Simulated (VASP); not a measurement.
# Cd (Pm-3m) in VASP: notebook, part 2 of 2

VASP 6.6.1. The steps go on from the part before.

### Step 3. Single point, r2SCAN (22.38 Å³/atom)

This run uses another cell than the first one, of 22.38 Å³/atom.

Input file POSCAR:

```
Cd
1.0
    2.8179652595      0.0000000000      0.0000000000
    0.0000000000      2.8179652595      0.0000000000
    0.0000000000      0.0000000000      2.8179652595
Cd
1
Direct
    0.0000000000      0.0000000000      0.0000000000
```

Input file INCAR.step1:

```
SYSTEM = Cd
  PREC = Accurate
  ENCUT = 550
  ISMEAR = -1
  SIGMA = 0.1
  LREAL = .FALSE.
  LASPH = .TRUE.
  NELM = 120
  NBANDS = 12
  GGA = PE
  ALGO = Normal
  EDIFF = 1E-5
  LWAVE = .TRUE.
  LCHARG = .FALSE.
  GGA_COMPAT = .FALSE.
```

Input file INCAR.step2:

```
SYSTEM = Cd
  PREC = Accurate
  ENCUT = 550
  EDIFF = 1E-6
  ISMEAR = -1
  SIGMA = 0.1
  LREAL = .FALSE.
  LASPH = .TRUE.
  NELM = 120
  ALGO = Normal
  ISIF = 2
  LWAVE = .FALSE.
  LCHARG = .TRUE.
  METAGGA = R2SCAN
  LMIXTAU = .TRUE.
  LELF = .TRUE.
  LVHAR = .TRUE.
  NBANDS = 12
  ISTART = 1
  GGA_COMPAT = .FALSE.
```

Input file KPOINTS:

```
regular mesh
0
G
  12 12 12
  0 0 0
```

Potentials or basis: VASP PAW PBE potentials, release 64 (Cd).

The run is started by

```console
cat potpaw_PBE.64/Cd/POTCAR > POTCAR
cp INCAR.step1 INCAR
mpirun -np 1 vasp_std > vasp.out
cp INCAR.step2 INCAR
mpirun -np 1 vasp_std > vasp.out
```

OUTCAR:

```text
SYSTEM = Cd
   PREC = Accurate
   ENCUT = 550
   EDIFF = 1E-6
   ISMEAR = -1
   LREAL = .FALSE.
   LASPH = .TRUE.
   NELM = 120
   ISIF = 2
   METAGGA = R2SCAN
   ISTART = 1

 ion  position               nearest neighbor table
   1  0.000  0.000  0.000-

  LATTYP: Found a simple cubic cell.
 ALAT       =     2.8179652595

  Lattice vectors:

 A1 = (   2.8179652595,   0.0000000000,   0.0000000000)
 A2 = (   0.0000000000,   2.8179652595,   0.0000000000)
[... 539 lines left out ...]
     12      23.5319      0.00000

 [... further k-points ...]

------------------------ aborting loop because EDIFF is reached ----------------------------------------

  FORCE on cell =-STRESS in cart. coord.  units (eV):
  Direction    XX          YY          ZZ          XY          YZ          ZX
  --------------------------------------------------------------------------------------
  -------------------------------------------------------------------------------------
  Total        1.0855183      1.0855183      1.0855183      0.0000000      0.0000000     -0.0000000
  in kB       77.7214350     77.7214350     77.7214350      0.0000000      0.0000000     -0.0000000
  external PRESSURE =      77.7214350 kB  Pullay stress =       0.0000000 kB

 VOLUME and BASIS-vectors are now :
 -----------------------------------------------------------------------------
  energy-cutoff  :      550.00
  volume of cell :       22.38
      direct lattice vectors                 reciprocal lattice vectors
     2.817965260  0.000000000  0.000000000     0.354865979  0.000000000  0.000000000
     0.000000000  2.817965260  0.000000000     0.000000000  0.354865979  0.000000000
     0.000000000  0.000000000  2.817965260     0.000000000  0.000000000  0.354865979

 POSITION                                       TOTAL-FORCE (eV/Angst)
 -----------------------------------------------------------------------------------
      0.00000      0.00000      0.00000         0.000000      0.000000      0.000000
 -----------------------------------------------------------------------------------
    total drift:                                0.000000      0.000000      0.000000

  FREE ENERGIE OF THE ION-ELECTRON SYSTEM (eV)
  ---------------------------------------------------
  free  energy   TOTEN  =       -19.8676757107 eV

  energy  without entropy=      -19.8541034174  energy(sigma->0) =      -19.86088956
```

OUTCAR.step1:

```text
SYSTEM = Cd
   PREC = Accurate
   ENCUT = 550
   ISMEAR = -1
   LREAL = .FALSE.
   LASPH = .TRUE.
[... 577 lines left out ...]
 -----------------------------------------------------------------------------------
      0.00000      0.00000      0.00000         0.000000      0.000000      0.000000
 -----------------------------------------------------------------------------------
    total drift:                                0.000000      0.000000      0.000000

  FREE ENERGIE OF THE ION-ELECTRON SYSTEM (eV)
  ---------------------------------------------------
  free  energy   TOTEN  =        -0.5051658250 eV

  energy  without entropy=       -0.4911737666  energy(sigma->0) =       -0.49816980
```

OSZICAR.step1:

```text
N       E                     dE             d eps       ncg     rms          rms(c)
DAV:   1     0.735481416904E+02    0.73548E+02   -0.72604E+03  2160   0.103E+03
DAV:   2     0.805400866281E+00   -0.72743E+02   -0.68672E+02  2184   0.245E+02
DAV:   3    -0.562003574778E+00   -0.13674E+01   -0.13667E+01  2352   0.377E+01
DAV:   4    -0.563886777425E+00   -0.18832E-02   -0.18831E-02  2244   0.136E+00
DAV:   5    -0.563891617769E+00   -0.48403E-05   -0.48405E-05  2408   0.663E-02    0.329E+00
DAV:   6    -0.510802860698E+00    0.53089E-01   -0.13110E-01  2384   0.452E+00    0.252E+00
DAV:   7    -0.505756408879E+00    0.50465E-02   -0.11873E-02  2276   0.111E+00    0.122E+00
DAV:   8    -0.505142065960E+00    0.61434E-03   -0.13604E-03  2184   0.491E-01    0.504E-02
DAV:   9    -0.505158628669E+00   -0.16563E-04   -0.56992E-06  1716   0.199E-02    0.136E-02
DAV:  10    -0.505165825030E+00   -0.71964E-05   -0.62529E-06  1256   0.289E-02
   1 F= -.50516583E+00 E0= -.49816980E+00  d E =-.139921E-01
```

It took 21 s on 1 thread of Intel Xeon 6975P-C (Granite Rapids), shared host; peak memory 0.15 GiB.

What came out:

| Property | Result |
| --- | --- |
| Free energy | -19.8677 eV |
| Pressure | 7.8 GPa |
| Band gap on the k mesh | zero (bands 6 and 7 overlap by 7.94 eV) |

Levels at points of the mesh, in eV from the Fermi level:
```csv
k point,band 4,band 5,band 6,band 7,band 8,band 9
"(0.00, 0.00, 0.00)",-8.72,-8.72,-8.72,11.34,11.34,11.34
"(0.50, 0.00, 0.00)",-9.31,-8.67,-2.85,-2.71,16.04,16.12
"(0.50, 0.50, 0.00)",-9.22,-8.21,1.10,1.10,2.91,6.38
"(0.50, 0.50, 0.50)",-8.17,-8.17,5.24,5.24,5.24,9.17
```

Caveat: the cell stands under pressure; the PAW data sets were made with another functional, which shifts forces and pressure a little.

### Step 4. Single point, r2SCAN (23.39 Å³/atom)

This run uses another cell than the first one, of 23.39 Å³/atom.

Input file POSCAR:

```
Cd
1.0
    2.8600306442      0.0000000000      0.0000000000
    0.0000000000      2.8600306442      0.0000000000
    0.0000000000      0.0000000000      2.8600306442
Cd
1
Direct
    0.0000000000      0.0000000000      0.0000000000
```

Input file INCAR.step1:

```
SYSTEM = Cd
  PREC = Accurate
  ENCUT = 550
  ISMEAR = -1
  SIGMA = 0.1
  LREAL = .False.
  LASPH = .True.
  NELM = 120
  NBANDS = 12
  GGA = PE
  ALGO = Normal
  EDIFF = 1E-5
  LWAVE = .True.
  LCHARG = .False.
  GGA_COMPAT = .False.
```

Input file INCAR.step2:

```
SYSTEM = Cd
  PREC = Accurate
  ENCUT = 550
  EDIFF = 1E-6
  ISMEAR = -1
  SIGMA = 0.1
  LREAL = .False.
  LASPH = .True.
  NELM = 120
  ALGO = Normal
  ISIF = 2
  LWAVE = .False.
  LCHARG = .False.
  METAGGA = R2SCAN
  LMIXTAU = .True.
  NBANDS = 12
  ISTART = 1
  GGA_COMPAT = .False.
```

Input file KPOINTS:

```
regular mesh
0
Gamma
  12 12 12
  0 0 0
```

The run is started by

```console
cat potpaw_PBE.64/Cd/POTCAR > POTCAR
cp INCAR.step1 INCAR
mpirun -np 1 vasp_std > vasp.out
cp INCAR.step2 INCAR
mpirun -np 1 vasp_std > vasp.out
```

It took 22 s on 1 thread of Intel Xeon 6975P-C (Granite Rapids), shared host; peak memory 0.15 GiB.

The run converged. Its results:

```yaml
Free_energy: -19.9069 eV
Pressure: 4.6 GPa
Band_gap_on_the_k_mesh: zero (bands 6 and 7 overlap by 7.72 eV)
```

Levels at points of the mesh, in eV from the Fermi level:
| k point | band 4 | band 5 | band 6 | band 7 | band 8 | band 9 |
| --- | --- | --- | --- | --- | --- | --- |
| (0.00, 0.00, 0.00) | -8.69 | -8.69 | -8.62 | 11.05 | 11.05 | 11.05 |
| (0.50, 0.00, 0.00) | -9.22 | -8.64 | -2.75 | -2.65 | 15.59 | 15.59 |
| (0.50, 0.50, 0.00) | -9.14 | -8.21 | 1.13 | 1.13 | 2.62 | 6.27 |
| (0.50, 0.50, 0.50) | -8.18 | -8.18 | 5.07 | 5.07 | 5.07 | 9.14 |

Caveat: the cell stands under pressure; the PAW data sets were made with another functional, which shifts forces and pressure a little.

### Step 5. Overview

```tsv
cell	k mesh	gap on the mesh (eV)	pressure (GPa)
a = 2.941 Å, 1 atom	11 × 11 × 11	none	0.3
a = 2.818 Å, 1 atom	12 × 12 × 12	none	7.8
a = 2.860 Å, 1 atom	12 × 12 × 12	none	4.6
```

Alike in all rows: task single point; level r2SCAN; potentials or basis VASP PAW PBE potentials, release 64 (Cd); no spin polarisation; cutoff (eV) 550; smearing fermi-dirac 0.1 eV.

Caveats: the PAW data sets were made with another functional, which shifts forces and pressure a little; the cell stands under pressure (at least some runs).

Total energies depend on the potentials used, so only differences within one code and one set of settings carry meaning.
